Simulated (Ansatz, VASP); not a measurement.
## Hf2S: VASP beside Ansatz

Contents of POSCAR:

```
Hf2S
1.0
    3.3742737662      0.0000000000      0.0000000000
   -1.6871368831      2.9222068008      0.0000000000
    0.0000000000      0.0000000000     11.7174070300
Hf S
4 2
Direct
    0.6666666700      0.3333333300      0.8998116400
    0.3333333300      0.6666666700      0.3998116400
    0.6666666700      0.3333333300      0.6001883600
    0.3333333300      0.6666666700      0.1001883600
    0.0000000000      0.0000000000      0.7500000000
    0.0000000000      0.0000000000      0.2500000000
```

File INCAR.step1:

```
PREC     = Accurate       # precision mode
ENCUT    = 520            # plane-wave cutoff, eV
ISMEAR   = 0              # smearing method
SIGMA    = 0.1            # smearing width, eV
LREAL    = False          # projectors in reciprocal space
LASPH    = True           # aspherical terms in the spheres
NELM     = 100            # most SCF steps
NBANDS   = 35             # bands
GGA      = PE             # functional
ALGO     = Normal         # electronic algorithm
EDIFF    = 1E-4           # SCF threshold, eV
LWAVE    = True           # write WAVECAR
LCHARG   = False          # write CHGCAR
```

File INCAR.step2:

```
PREC     = Accurate       # precision mode
ENCUT    = 520            # plane-wave cutoff, eV
EDIFF    = 1E-6           # SCF threshold, eV
ISMEAR   = 0              # smearing method
SIGMA    = 0.1            # smearing width, eV
LREAL    = False          # projectors in reciprocal space
LASPH    = True           # aspherical terms in the spheres
NELM     = 100            # most SCF steps
ALGO     = Normal         # electronic algorithm
ISIF     = 2              # what is computed and relaxed
LWAVE    = False          # write WAVECAR
LCHARG   = False          # write CHGCAR
METAGGA  = R2SCAN         # meta-GGA
LMIXTAU  = True         
NBANDS   = 35             # bands
ISTART   = 1
```

KPOINTS

```
regular mesh
0
Gamma
  6 6 2
```

Input for Ansatz:

```yaml
crystal:
  lattice:
    - [3.3742737662, 0.0, 0.0]
    - [-1.6871368831, 2.9222068008, 0.0]
    - [0.0, 0.0, 11.71740703]
  atoms:
    - { symbol: Hf, position: [0.66666667, 0.33333333, 0.89981164] }
    - { symbol: Hf, position: [0.33333333, 0.66666667, 0.39981164] }
    - { symbol: Hf, position: [0.66666667, 0.33333333, 0.60018836] }
    - { symbol: Hf, position: [0.33333333, 0.66666667, 0.10018836] }
    - { symbol: S, position: [0.0, 0.0, 0.75] }
    - { symbol: S, position: [0.0, 0.0, 0.25] }
basis:
  ecutwfc: 500
kpoints:
  mp_grid: { grid: [6, 6, 2] }
hamiltonian:
  xc: r2scan
scf:
  occupations: { method: gaussian, width: 0.1 }
output:
  forces: true
  stress: true
  eigenvalues: true
```

Alike in both runs: task single point; functional r2SCAN; k mesh 6 × 6 × 2; occupations gaussian, width 0.1 eV; no spin polarisation.

```csv
,VASP,Ansatz
version,VASP 6.6.1,Ansatz 0.2.0
potentials or method,"VASP PAW PBE potentials, release 64 (Hf_pv, S), cutoff 520 eV","scalar-relativistic, plane waves, PAW"
valence electrons in the cell,52,116
```

```csv
,VASP,Ansatz,Ansatz less VASP
gap on the k mesh at the Fermi level (eV),none,none,-
pressure (GPa),-0.1,0.8,+0.88
"traceless stress, the component that is largest in VASP (GPa)",-0.22,-0.10,+0.118
rms of the force components (eV/Å),0.023,0.020,-0.0025
```

VASP's potentials were made for PBE, not for r2SCAN. Atom by atom the forces differ by 0.003 eV/Å (rms over components). A gap of «none» marks a metal or a gap that the smearing closes. The functional is the same, so the differences come from potentials, cutoffs and numerics. VASP's potentials hold 52 valence electrons a cell and Ansatz's 116, so a difference there can come from the potentials and not from the codes.

Neither program's run includes spin-orbit coupling.
